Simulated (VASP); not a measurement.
Wanted: the native input for a VASP 6.6.1 run.

```
Task                   : single point
Functional             : PBEsol
Potentials or basis    : VASP PAW PBE potentials, release 64 (Ni, Ge_d)
Cutoff                 : 520 eV
k mesh                 : 4 × 6 × 4
Occupations            : gaussian, width 0.1 eV
Spin                   : no spin polarisation
Dipole correction      : no
Further INCAR settings : ALGO = Normal; EDIFF = 1e-06; NBANDS = 58
```

The structure of NiGe lies in POSCAR:

```
NiGe
1.0
    5.3810000000      0.0000000000      0.0000000000
    0.0000000000      3.4280000000      0.0000000000
    0.0000000000      0.0000000000      5.8110000000
Ni Ge
4 4
Direct
    0.9950000000      0.7500000000      0.1900000000
    0.0050000000      0.2500000000      0.8100000000
    0.5050000000      0.2500000000      0.6900000000
    0.4950000000      0.7500000000      0.3100000000
    0.8120000000      0.7500000000      0.5830000000
    0.1880000000      0.2500000000      0.4170000000
    0.6880000000      0.2500000000      0.0830000000
    0.3120000000      0.7500000000      0.9170000000
```

The input as run:

INCAR

```
PREC = Accurate
ENCUT = 520
EDIFF = 1E-6
ISMEAR = 0
SIGMA = 0.1
LREAL = F
LASPH = T
NELM = 60
ALGO = Normal
ISIF = 2
LWAVE = F
LCHARG = F
GGA = PS
NBANDS = 58
```

KPOINTS

```
Automatic mesh
0
Gamma
  4 6 4
```

Potentials or basis: VASP PAW PBE potentials, release 64 (Ni, Ge_d).

Command:

```console
$ cat potpaw_PBE.64/Ni/POTCAR potpaw_PBE.64/Ge_d/POTCAR > POTCAR
$ mpirun -np 1 vasp_std > vasp.out
```

It gave:

```json
{"Pressure": "-3.1 GPa", "Largest force": "0.147 eV/Å", "Band gap on the k mesh": "zero (bands 48 and 49 overlap by 1.38 eV)"}
```

Caveat: the cell stands under tension; the PAW data sets were made with another functional, which shifts forces and pressure a little.

Run time: 7.1 min on 1 thread of AMD EPYC 7R43 64-Core Processor (Zen 3), on a shared host, peak memory 0.27 GiB.
